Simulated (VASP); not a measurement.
Set up this calculation in VASP 6.6.1, as the native input.

| Property | Result |
| --- | --- |
| Task | single point |
| Functional | PBE |
| Potentials or basis | VASP PAW PBE potentials, release 64 (Se) |
| Cutoff | 520 eV |
| k mesh | 11 × 11 × 8 |
| Occupations | fermi-dirac, width 0.05 eV |
| Spin | no spin polarisation |
| Dipole correction | no |
| Further INCAR settings | ALGO = Normal; EDIFF = 1e-07; NBANDS = 16 |

The structure of Se lies in POSCAR:

```
Se
1.0
    4.5209954693      0.0000000000      0.0000000000
   -2.2604977347      3.9152969268      0.0000000000
    0.0000000000      0.0000000000      5.0448910346
Se
3
Direct
    0.2188328523      0.0000000000      0.3333333333
    0.0000000000      0.2188328523      0.6666666667
    0.7811671477      0.7811671477      0.0000000000
```

The input as run:

INCAR

```
SYSTEM = Se
ALGO = Normal
EDIFF = 1E-7
ENCUT = 520
GGA = PE
ISIF = 2
ISMEAR = -1
LASPH = .TRUE.
LCHARG = .TRUE.
LELF = .TRUE.
LREAL = .FALSE.
LVHAR = .TRUE.
LWAVE = .FALSE.
NBANDS = 16
NELM = 100
PREC = Accurate
SIGMA = 0.05
```

KPOINTS

```
k-points
0
G
  11 11 8
  0 0 0
```

Potentials or basis: VASP PAW PBE potentials, release 64 (Se).

Run with:

```console
$ cat potpaw_PBE.64/Se/POTCAR > POTCAR
$ mpirun -np 1 vasp_std > vasp.out
```

It gave:

| Quantity | Value |
| --- | --- |
| Pressure | 0.1 GPa |
| Largest force | 0.027 eV/Å |
| Band gap on the k mesh | 1.09 eV (least direct gap 1.20 eV) |

Run time: 67 s on 1 thread of Intel(R) Xeon(R) 6975P-C (Granite Rapids), with other jobs on the host, peak memory 0.29 GiB.
